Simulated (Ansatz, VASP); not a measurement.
**Fe in VASP and in Ansatz**

INCAR

```
SYSTEM = Fe
PREC     = Accurate       ! precision mode
ENCUT    = 600            ! plane-wave cutoff, eV
EDIFF    = 1E-7           ! SCF threshold, eV
ISMEAR   = -1             ! smearing method
SIGMA    = 0.0577         ! smearing width, eV
LREAL    = .False.        ! projectors in reciprocal space
LASPH    = .True.         ! aspherical terms in the spheres
NELM     = 120            ! most SCF steps
ALGO     = Normal         ! electronic algorithm
ISIF     = 3              ! what is computed and relaxed
LWAVE    = .False.        ! write WAVECAR
LCHARG   = .False.        ! write CHGCAR
GGA      = PE             ! functional
IBRION   = 2              ! ionic algorithm
NSW      = 60             ! ionic steps
EDIFFG   = -0.01          ! ionic threshold
GGA_COMPAT= .False.      
NELMIN   = 4
```

Contents of KPOINTS:

```
Automatic mesh
0
Gamma
  9 9 9
  0 0 0
```

The input POSCAR:

```
Fe
1.0
    0.0000000000      1.7552300000      1.7552300000
    1.7552300000      0.0000000000      1.7552300000
    1.7552300000      1.7552300000      0.0000000000
Fe
1
Direct
    0.0000000000      0.0000000000      0.0000000000
```

Input for Ansatz:

```yaml
crystal:
  lattice:
    - [0.0, 1.75523, 1.75523]
    - [1.75523, 0.0, 1.75523]
    - [1.75523, 1.75523, 0.0]
  atoms:
    - { symbol: Fe, position: [0.0, 0.0, 0.0] }
  symmetry: { tolerance: 0.0003 }
kpoints:
  mp_grid: { grid: [9, 9, 9], shift: [0, 0, 0] }
magnetization:
  spin_polarized: false
scf:
  occupations: { method: fermi_dirac, width: 0.0577 }
hamiltonian:
  pseudopotentials: { kind: paw }
  xc: pbe
basis:
  ecutwfc: 420
output:
  forces: true
  stress: true
  eigenvalues: true
relax:
  max_steps: 40
  cell: {}
```

Alike in both runs: task relaxation of cell and atoms; functional PBE; k mesh 9 × 9 × 9; occupations fermi-dirac, width 0.0577 eV; no spin polarisation.

|  | VASP | Ansatz |
| --- | --- | --- |
| version | VASP 6.6.1 | Ansatz 0.2.0 |
| potentials or method | VASP PAW PBE potentials, release 64 (Fe), cutoff 600 eV | PAW plane waves |
| valence electrons in the cell | 8 | 16 |

Ansatz gave:

```
gap on the k mesh at the Fermi level, each at its own relaxed structure (eV) : none
relaxed volume (Å³/atom)                                                     : 10.26
relaxed cell length with the largest relative difference (Å)                 : 2.439
```

Task: What did VASP give for the same quantities?

Result: gap on the k mesh at the Fermi level, each at its own relaxed structure (eV): none; relaxed volume (Å³/atom): 10.23; relaxed cell length with the largest relative difference (Å): 2.437.

A gap of «none» marks a metal or a gap that the smearing closes. VASP's potentials hold 8 valence electrons a cell and Ansatz's 16, so a difference there can come from the potentials and not from the codes.
